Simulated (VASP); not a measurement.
Here is a VASP 6.6.1 calculation.

The input INCAR:

```
SYSTEM = CaZnBr4
PREC = Accurate ; ENCUT = 520
EDIFF = 1E-7 ; ISMEAR = 0
SIGMA = 0.1 ; LREAL = .False.
LASPH = .True. ; NELM = 60
ALGO = Normal ; ISIF = 2
LWAVE = .False. ; LCHARG = .False.
GGA = PE ; NBANDS = 34
```

Contents of KPOINTS:

```
Automatic mesh
0
Gamma
  4 4 4
  0 0 0
```

The input POSCAR:

```
CaZnBr4
1.0
    0.0000000000      4.3555099900      4.3555099900
    4.3555099900      0.0000000000      4.3555099900
    4.3555099900      4.3555099900      0.0000000000
Ca Zn Br
1 1 4
Direct
    0.0000000000      0.0000000000      0.0000000000
    0.2500000000      0.2500000000      0.2500000000
    0.6249476700      0.1251570000      0.6249476700
    0.6249476700      0.6249476700      0.6249476700
    0.1251570000      0.6249476700      0.6249476700
    0.6249476700      0.6249476700      0.1251570000
```

Potentials or basis: VASP PAW PBE potentials, release 64 (Ca_sv, Zn, Br).

The run is started by

```bash
$ cat potpaw_PBE.64/Ca_sv/POTCAR potpaw_PBE.64/Zn/POTCAR potpaw_PBE.64/Br/POTCAR > POTCAR
$ mpirun -np 1 vasp_std > vasp.out
```

(1) What does it give for the band gap on the k mesh?

(2) Estimate the pressure.

(3) Predict the largest force.

Answers

(1) zero (bands 25 and 26 overlap by 0.65 eV).

(2) 3.0 GPa.

(3) 0.080 eV/Å.

Caveat: the cell stands under pressure.
